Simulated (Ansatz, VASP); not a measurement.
# One calculation of CdGa, two programs

File INCAR:

```
PREC     = Accurate       # precision mode
ENCUT    = 600            # plane-wave cutoff, eV
EDIFF    = 1E-6           # SCF threshold, eV
ISMEAR   = 0              # smearing method
SIGMA    = 0.1            # smearing width, eV
LREAL    = F              # projectors in reciprocal space
LASPH    = T              # aspherical terms in the spheres
NELM     = 80             # most SCF steps
ALGO     = Fast           # electronic algorithm
ISIF     = 3              # what is computed and relaxed
LWAVE    = F              # write WAVECAR
LCHARG   = F              # write CHGCAR
GGA      = PE             # functional
IBRION   = 2              # ionic algorithm
NSW      = 100            # ionic steps
EDIFFG   = -0.01          # ionic threshold
```

The input KPOINTS:

```
regular mesh
0
Gamma
  16 16 16
```

Contents of POSCAR:

```
CdGa
1.0
    0.0000000000      2.8705447594      2.8705447594
    2.8705447594      0.0000000000      2.8705447594
    2.8705447594      2.8705447594      0.0000000000
Cd Ga
1 1
Direct
    0.0000000000      0.0000000000      0.0000000000
    0.5000000000      0.5000000000      0.5000000000
```

Input for Ansatz:

```yaml
crystal:
  lattice:
    - [0.0, 2.8705447594, 2.8705447594]
    - [2.8705447594, 0.0, 2.8705447594]
    - [2.8705447594, 2.8705447594, 0.0]
  atoms:
    - { symbol: Cd, position: [0.0, 0.0, 0.0] }
    - { symbol: Ga, position: [0.5, 0.5, 0.5] }
basis:
  ecutwfc: 420
kpoints:
  mp_grid: { grid: [16, 16, 16] }
hamiltonian:
  xc: pbe
scf:
  occupations: { method: gaussian, width: 0.1 }
output:
  forces: true
  stress: true
  eigenvalues: true
  write_density: true
  write_potential: true
  elf: true
  volumetric_format: npy
relax:
  adjacent_minimum: "off"
  f_tol: 0.01
  max_steps: 80
  cell: { stress_tol: 0.05 }
```

Alike in both runs: task relaxation of cell and atoms; functional PBE; k mesh 16 × 16 × 16; occupations gaussian, width 0.1 eV; no spin polarisation.

|  | VASP | Ansatz |
| --- | --- | --- |
| version | VASP 6.6.1 | Ansatz 0.2.0 |
| potentials or method | VASP PAW PBE potentials, release 64 (Cd, Ga_d), cutoff 600 eV | scalar-relativistic, plane waves, PAW |
| valence electrons in the cell | 25 | 33 |

```tsv
	VASP	Ansatz	Ansatz less VASP
gap on the k mesh at the Fermi level, each at its own relaxed structure (eV)	none	none	-
relaxed volume (Å³/atom)	23.88	23.80	-0.075
relaxed length of the cell vector where the two differ most in proportion (Å)	4.072	4.068	-0.0043
```

A gap of «none» marks a metal or a gap that the smearing closes. VASP's potentials hold 25 valence electrons a cell and Ansatz's 33, so a difference there can come from the potentials and not from the codes.
